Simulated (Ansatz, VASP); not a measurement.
## One calculation of Ge, two programs

```
Ge
1.0
     0.00000    2.88439    2.88439
     2.88439    0.00000    2.88439
     2.88439    2.88439    0.00000
Ge
2
Cartesian
  4.3266 4.3266 4.3266
  2.8844 2.8844 2.8844
```

Change from the starting cell: volume scaled by 1.06.

Alike in both runs: task single point; functional BLYP; k mesh 8 × 8 × 8; collinear spin.

|  | VASP | Ansatz |
| --- | --- | --- |
| version | VASP 6.6.1 | Ansatz 0.2.0 |
| potentials or method | VASP PAW PBE potentials, release 64 (Ge_d), cutoff 520 eV | all-electron LAPW, non-relativistic |
| occupations | methfessel-paxton of order 1, width 0.05 eV | cold, width 0.05 eV |

```tsv
	VASP	Ansatz	Ansatz less VASP
gap on the k mesh at the Fermi level (eV)	none	none	-
pressure (GPa)	3.3	3.3	-0.03
net moment per atom (μB)	0.00	0.00	0.000
```

VASP's potentials were made for PBE, not for BLYP. A gap of «none» marks a metal or a gap that the smearing closes. Ansatz ran all-electron here, and VASP with PAW potentials.
